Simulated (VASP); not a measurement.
Wanted: the native input for a VASP 6.6.1 run.

* Task: single point
* Functional: PBE
* Potentials or basis: VASP PAW PBE potentials, release 64 (H, C, N, Cl, O)
* Cutoff: 520 eV
* k mesh: 6 × 4 × 4
* Occupations: gaussian, width 0.02 eV
* Spin: no spin polarisation
* Dipole correction: no
* Further INCAR settings: ALGO = Normal; EDIFF = 1e-06; NBANDS = 39

The structure of H4C6NClO2 lies in POSCAR:

```
H4C6NClO2
1.0
    4.3583444190     -0.0235248898      0.1461064955
    0.0287417801      7.3671024604      0.1427677692
    1.6641421447      3.6477306159      6.2785259521
H C N Cl O
4 6 1 1 2
Direct
    0.8226799131      0.5984836748      0.0563979037
    0.5123003444      0.3947390527      0.8215749717
    0.8053211880      0.7555569610      0.5201546413
    0.0183516001      0.9118324511      0.0802427436
    0.7515023181      0.5475867857      0.2281271121
    0.5856745841      0.3435113004      0.3868032629
    0.4990039442      0.2819358196      0.6066416145
    0.5791830413      0.4343460267      0.6535852202
    0.7441230932      0.6342937728      0.4867438465
    0.3365934221      0.0612296985      0.7908361435
    0.8306125057      0.6888678270      0.2774404623
    0.4836539073      0.1814458742      0.2987201111
    0.4024608197      0.9004893735      0.7893364856
    0.1270493186      0.0665513822      0.9503254812
```

These files were run (other wordings do the same):

INCAR

```
SYSTEM = H4C6NClO2
  ALGO = Normal
  EDIFF = 1E-6
  ENCUT = 520
  GGA = PE
  ISIF = 2
  ISMEAR = 0
  LASPH = .TRUE.
  LCHARG = .FALSE.
  LREAL = .FALSE.
  LWAVE = .FALSE.
  NBANDS = 39
  NELM = 60
  PREC = Accurate
  SIGMA = 0.02
```

KPOINTS

```
k-points
0
G
  6 4 4
  0 0 0
```

Potentials or basis: VASP PAW PBE potentials, release 64 (H, C, N, Cl, O).

Run with:

```sh
$ cat potpaw_PBE.64/H/POTCAR potpaw_PBE.64/C/POTCAR potpaw_PBE.64/N/POTCAR potpaw_PBE.64/Cl/POTCAR potpaw_PBE.64/O/POTCAR > POTCAR
$ mpirun -np 1 vasp_std > vasp.out
```

It gave:

* Pressure: 0.2 GPa
* Largest force: 0.459 eV/Å
* Band gap on the k mesh: 3.25 eV (least direct gap 3.34 eV)

Caveat: this functional lacks dispersion, which holds the molecules together, so the pressure and a relaxed volume are unreliable.

Run time: 5.2 min on 1 thread of Intel(R) Xeon(R) Platinum 8375C CPU @ 2.90GHz (Ice Lake) (shared host), peak memory 0.54 GiB.
